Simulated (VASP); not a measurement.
# MoS2 (P-3m1) in VASP: further runs

MoS2 is run at these levels: LDA; tasks: single point.

Everything below comes from runs of VASP 6.6.1. Logs are shortened: lines on timing, memory, paths and dates and some standing lists are left out, and cuts for length are marked.

## 1. The cell of the first run

It takes space group P-3m1 (No. 164, trigonal). The conventional cell has a = 3.227 Å, b = 3.227 Å, c = 6.312 Å, α = 90.00°, β = 90.00°, γ = 120.00°. Mo (site symmetry -3m) has 6 S at 2.42 Å and 6 Mo at 3.23 Å within 3.3 Å. Within 3.3 Å of S (site symmetry 3m) lie 3 Mo at 2.42 Å and 6 S at 3.23 Å.

## 2. Single point, LDA

Contents of INCAR:

```
SYSTEM = MoS2
PREC = Accurate
ENCUT = 520
EDIFF = 1E-6
ISMEAR = 0
SIGMA = 0.5
LREAL = .FALSE.
LASPH = .TRUE.
NELM = 80
ALGO = Normal
ISIF = 2
LWAVE = .FALSE.
LCHARG = .FALSE.
GGA = CA
NBANDS = 20
```

Contents of KPOINTS:

```
regular mesh
0
G
  8 8 4
  0 0 0
```

Contents of POSCAR:

```
MoS2
1.0
    3.2274650000      0.0000000000      0.0000000000
   -1.6137320000      2.7950660000      0.0000000000
    0.0000000000      0.0000000000      6.3124730000
Mo S
1 2
Direct
    0.0000000000      0.0000000000      0.5000000000
    0.3333333333      0.6666666667      0.2553190000
    0.6666666667      0.3333333333      0.7446810000
```

Potentials or basis: VASP PAW LDA potentials, release 64 (Mo_sv, S).

The run is started by

```bash
> cat potpaw_LDA.64/Mo_sv/POTCAR potpaw_LDA.64/S/POTCAR > POTCAR
> mpirun -np 1 vasp_std > vasp.out
```

OUTCAR:

```text
SYSTEM = MoS2
   PREC = Accurate
   ENCUT = 520
   EDIFF = 1E-6
   ISMEAR = 0
   LREAL = .FALSE.
   LASPH = .TRUE.
   NELM = 80
   ISIF = 2
   GGA = CA

 ion  position               nearest neighbor table
   1  0.000  0.000  0.500-   2 2.42   3 2.42   3 2.42   2 2.42   3 2.42   2 2.42
   2  0.333  0.667  0.255-   1 2.42   1 2.42   1 2.42
   3  0.667  0.333  0.745-   1 2.42   1 2.42   1 2.42

  LATTYP: Found a hexagonal cell.
 ALAT       =     3.2274650000
 C/A-ratio  =     1.9558610241

  Lattice vectors:

 A1 = (   3.2274650000,   0.0000000000,   0.0000000000)
 A2 = (  -1.6137320000,   2.7950660000,   0.0000000000)
 A3 = (   0.0000000000,   0.0000000000,   6.3124730000)

Analysis of symmetry for initial positions (statically):
=====================================================================
 Subroutine PRICEL returns:
 Original cell was already a primitive cell.

 Routine SETGRP: Setting up the symmetry group for a
 hexagonal supercell.

 Subroutine GETGRP returns: Found 12 space group operations
 (whereof 12 operations were pure point group operations)
 out of a pool of 24 trial point group operations.

The static configuration has the point symmetry D_3d.

Analysis of symmetry for dynamics (positions and initial velocities):
=====================================================================
 Subroutine PRICEL returns:
 Original cell was already a primitive cell.

 Routine SETGRP: Setting up the symmetry group for a
 hexagonal supercell.

 Subroutine GETGRP returns: Found 12 space group operations
 (whereof 12 operations were pure point group operations)
 out of a pool of 24 trial point group operations.

The dynamic configuration has the point symmetry D_3d.

 Subroutine INISYM returns: Found 12 space group operations
 (whereof 12 operations are pure point group operations),
 and found     1 'primitive' translations

----------------------------------------------------------------------------------------

                                     Primitive cell

  volume of cell :      56.9447

  direct lattice vectors                    reciprocal lattice vectors
     3.227465000  0.000000000  0.000000000     0.309840695  0.178886597  0.000000000
    -1.613732000  2.795066000  0.000000000     0.000000000  0.357773305  0.000000000
     0.000000000  0.000000000  6.312473000     0.000000000  0.000000000  0.158416519

  length of vectors
[... 82 lines left out ...]
   ENCUT  =  520.0 eV  38.22 Ry    6.18 a.u.   6.00  6.00 11.74*2*pi/ulx,y,z
   NELM   =     80;   NELMIN=  2; NELMDL= -5     # of ELM steps
   EDIFF  = 0.1E-05   stopping-criterion for ELM
   LREAL  =      F    real-space projection
   EDIFFG = 0.1E-04   stopping-criterion for IOM
   NSW    =      0    number of steps for IOM
   IBRION =     -1    ionic relax: 0-MD 1-quasi-New 2-CG
   NFREE  =      0    steps in history (QN), initial steepest desc. (CG)
   ISIF   =      2    stress and relaxation
   ISYM   =      2    0-nonsym 1-usesym 2-fastsym
   POTIM  = 0.5000    time-step for ionic-motion
   TEBEG  =    0.0;   TEEND  =   0.0 temperature during run
   PSTRESS=    0.0 pullay stress
   NELECT =      26.0000    total number of electrons
   NUPDOWN=      -1.0000    fix difference up-down
   EMIN   =  10.00;   EMAX   =-10.00  energy-range for DOS
   EFERMI =   0.00;   METHOD = LEGACY
   ISMEAR =     0;   SIGMA  =   0.50  broadening in eV -4-tet -1-fermi 0-gaus
   EFERMI_NEDOS =   21; number of points for ismear=-14 and -15
   IALGO  =     38    algorithm
   IMIX   =      4    mixing-type and parameters
     AMIX     =   0.40;   BMIX     =  1.00
     AMIX_MAG =   1.60;   BMIX_MAG =  1.00
  volume/ion in A,a.u.               =      18.98       128.09
  Fermi-wavevector in a.u.,A,eV,Ry     =   1.260612  2.382212 21.621611  1.589144
  Thomas-Fermi vector in A             =   2.394113
   LORBIT       =      0    0 simple, 1 ext, 2 COOP (PROOUT), +10 PAW based schemes
   GGA     = CA    functional components
   LHFCALC =     F    Hartree Fock is set to
   AEXX    =    0.0000 exact exchange contribution
   IVDW    =     0    specifies the selected vdW correction
   LEPSILON=     F    determine dielectric tensor
   LRPA    =     F    only Hartree local field effects (RPA)
 non-spin polarized calculation
 Gauss-broadening in eV      SIGMA  =   0.50
  energy-cutoff  :      520.00
  volume of cell :       56.94
 maximum number of plane-waves:      1552
   NGX = 13   NGY = 13   NGZ = 23

 number of electron      26.0000001 magnetization

 Free energy of the ion-electron system (eV)
  ---------------------------------------------------
  ext. energy  EPLUGINS =         0.00000000
  ---------------------------------------------------
  free energy    TOTEN  =       -23.62729904 eV

  energy without entropy =      -23.44107245  energy(sigma->0) =      -23.53418575

 E-fermi :   6.6806     XC(G=0): -10.7684

 val. band max:        6.6300309921   @ k =   0.2500   0.2500   0.2500
 cond. band min:       6.6874426770   @ k =   0.0000   0.0000   0.5000
 fundamental gap:      0.0574116849
 Fermi energy:         6.6805862956

 k-point     1 :       0.0000    0.0000    0.0000
  band No.  band energies     occupation
      1     -54.6653      2.00000
      2     -28.9056      2.00000
      3     -28.8522      2.00000
      4     -28.8521      2.00000
      5      -7.9961      2.00000
      6      -6.5277      2.00000
[... 541 lines left out ...]
     19      14.0067      0.00000
     20      15.4780      0.00000

 [... further k-points ...]

------------------------ aborting loop because EDIFF is reached ----------------------------------------

  FORCE on cell =-STRESS in cart. coord.  units (eV):
  Direction    XX          YY          ZZ          XY          YZ          ZX
  --------------------------------------------------------------------------------------
  -------------------------------------------------------------------------------------
  Total       -2.2753895     -2.2753884     -1.2300386     -0.0000004      0.0000000     -0.0000000
  in kB      -64.0196333    -64.0196022    -34.6079741     -0.0000115      0.0000000     -0.0000000
  external PRESSURE =     -54.2157365 kB  Pullay stress =       0.0000000 kB

 VOLUME and BASIS-vectors are now :
 -----------------------------------------------------------------------------
  energy-cutoff  :      520.00
  volume of cell :       56.94
      direct lattice vectors                 reciprocal lattice vectors
     3.227465000  0.000000000  0.000000000     0.309840695  0.178886597  0.000000000
    -1.613732000  2.795066000  0.000000000     0.000000000  0.357773305  0.000000000
     0.000000000  0.000000000  6.312473000     0.000000000  0.000000000  0.158416519

 POSITION                                       TOTAL-FORCE (eV/Angst)
 -----------------------------------------------------------------------------------
      0.00000      0.00000      3.15624         0.000000      0.000000      0.000000
      0.00000      1.86338      1.61169        -0.000000      0.000000      0.122375
      1.61373      0.93169      4.70078         0.000000      0.000000     -0.122375
 -----------------------------------------------------------------------------------
    total drift:                                0.000000      0.000000      0.000000

  FREE ENERGIE OF THE ION-ELECTRON SYSTEM (eV)
  ---------------------------------------------------
  free  energy   TOTEN  =       -23.6272990422 eV

  energy  without entropy=      -23.4410724500  energy(sigma->0) =      -23.53418575
```

stdout:

```text
POSCAR found type information on POSCAR MoS
 POSCAR found :  2 types and       3 ions
 scaLAPACK will be used
 LDA part: xc-table for (Slater(with rela. corr.)+CA(PZ))
 , standard interpolation
 POSCAR, INCAR and KPOINTS ok, starting setup
 FFT: planning ... GRIDC
 FFT: planning ... GRID_SOFT
 FFT: planning ... GRID
 WAVECAR not read
 entering main loop
```

It took 40 s on 1 thread of Intel Xeon 8259CL, shared host; peak memory 0.17 GiB.

What came out:

```yaml
Free_energy: -23.6273 eV
Pressure: -5.4 GPa
Largest_force: 0.122 eV/Å
Band_gap_on_the_k_mesh: zero (bands 13 and 14 overlap by 0.53 eV)
```

Forces in eV/Å, atoms in the order of the input:
```
Mo   0.000  0.000  0.000
S    0.000  0.000  0.122
S    0.000  0.000 -0.122
```

Levels at points of the mesh, in eV from the Fermi level:
| k point | band 9 | band 10 | band 11 | band 12 | band 13 | band 14 | band 15 | band 16 | band 17 | band 18 |
| --- | --- | --- | --- | --- | --- | --- | --- | --- | --- | --- |
| (0.00, 0.00, 0.00) | -3.95 | -1.73 | -1.03 | -0.89 | -0.89 | -0.21 | -0.21 | 3.28 | 3.28 | 6.07 |
| (0.50, 0.00, 0.00) | -4.66 | -4.01 | -3.09 | -1.66 | -1.65 | 1.01 | 1.76 | 3.72 | 3.81 | 5.63 |
| (0.00, 0.00, 0.50) | -3.94 | -3.55 | -0.89 | -0.89 | -0.28 | -0.28 | 0.01 | 3.44 | 3.44 | 6.06 |
| (0.50, 0.00, 0.50) | -4.66 | -4.06 | -2.28 | -2.04 | -1.51 | 1.01 | 1.78 | 3.38 | 4.53 | 4.86 |

Caveat: the cell stands under tension; so wide a smearing shifts energies and pressures.

## 3. Single point, LDA

Contents of INCAR:

```
ALGO = Normal ; EDIFF = 1E-6
ENCUT = 520 ; GGA = CA
ISIF = 2 ; ISMEAR = 0
LASPH = True ; LCHARG = True
LELF = True ; LREAL = False
LVHAR = True ; LWAVE = False
NBANDS = 20 ; NELM = 60
PREC = Accurate ; SIGMA = 0.3
```

Contents of KPOINTS:

```
k-points
0
Gamma
  8 8 4
```

POSCAR is that of step 2.

Potentials or basis: VASP PAW LDA potentials, release 64 (Mo_sv, S).

The run is started by

```bash
> cat potpaw_LDA.64/Mo_sv/POTCAR potpaw_LDA.64/S/POTCAR > POTCAR
> mpirun -np 1 vasp_std > vasp.out
```

It took 41 s on 1 thread of Intel Xeon 8259CL, shared host; peak memory 0.17 GiB.

Results (log left out):

| Quantity | Value |
| --- | --- |
| Free energy | -23.5695 eV |
| Pressure | -5.7 GPa |
| Largest force | 0.138 eV/Å |
| Band gap on the k mesh | zero (bands 13 and 14 overlap by 0.53 eV) |

Forces on the atoms (eV/Å):
```
Mo   0.000  0.000  0.000
S    0.000  0.000  0.138
S    0.000  0.000 -0.138
```

Stress tensor (GPa, compression positive):
```
-6.66  0.00  0.00
 0.00 -6.66  0.00
 0.00  0.00 -3.70
```

Levels at points of the mesh, in eV from the Fermi level:
```
           k point  band 10  band 11  band 12  band 13  band 14  band 15  band 16  band 17
(0.00, 0.00, 0.00)    -1.78    -1.08    -0.94    -0.94    -0.26    -0.26     3.23     3.23
(0.50, 0.00, 0.00)    -4.06    -3.14    -1.72    -1.70     0.95     1.71     3.66     3.76
(0.00, 0.00, 0.50)    -3.60    -0.95    -0.95    -0.33    -0.33    -0.04     3.39     3.39
(0.50, 0.00, 0.50)    -4.12    -2.33    -2.10    -1.56     0.95     1.73     3.33     4.48
```

Caveat: the cell stands under tension; so wide a smearing shifts energies and pressures.

## 4. Single point, LDA

Contents of INCAR:

```
SYSTEM = MoS2
PREC = Accurate
ENCUT = 520
EDIFF = 1E-6
ISMEAR = 0
SIGMA = 0.2
LREAL = .FALSE.
LASPH = .TRUE.
NELM = 100
ALGO = Normal
ISIF = 2
LWAVE = .FALSE.
LCHARG = .FALSE.
GGA = CA
NBANDS = 20
```

Contents of KPOINTS:

```
regular mesh
0
G
  8 8 4
  0 0 0
```

POSCAR is that of step 3.

The run is started by

```bash
> cat potpaw_LDA.64/Mo_sv/POTCAR potpaw_LDA.64/S/POTCAR > POTCAR
> mpirun -np 1 vasp_std > vasp.out
```

Wall time 38 s (1 thread of Intel Xeon 8259CL, shared host); peak memory 0.17 GiB.

The run converged. Its results:

- Free energy: -23.5514 eV
- Pressure: -5.8 GPa
- Largest force: 0.142 eV/Å
- Band gap on the k mesh: zero (bands 13 and 14 overlap by 0.54 eV)

Forces on the atoms (eV/Å):
```
Mo   0.000  0.000  0.000
S    0.000  0.000  0.142
S    0.000  0.000 -0.142
```

Stress tensor (GPa, compression positive):
```
-6.74  0.00  0.00
 0.00 -6.74  0.00
 0.00  0.00 -3.84
```

Levels at points of the mesh, in eV from the Fermi level:
| k point | band 10 | band 11 | band 12 | band 13 | band 14 | band 15 | band 16 | band 17 |
| --- | --- | --- | --- | --- | --- | --- | --- | --- |
| (0.00, 0.00, 0.00) | -1.80 | -1.10 | -0.96 | -0.96 | -0.29 | -0.29 | 3.20 | 3.20 |
| (0.50, 0.00, 0.00) | -4.09 | -3.17 | -1.74 | -1.72 | 0.93 | 1.69 | 3.64 | 3.74 |
| (0.00, 0.00, 0.50) | -3.62 | -0.97 | -0.97 | -0.36 | -0.36 | -0.06 | 3.36 | 3.36 |
| (0.50, 0.00, 0.50) | -4.14 | -2.36 | -2.12 | -1.59 | 0.93 | 1.71 | 3.30 | 4.46 |

Caveat: the cell stands under tension.

[end of part 1 of 2]
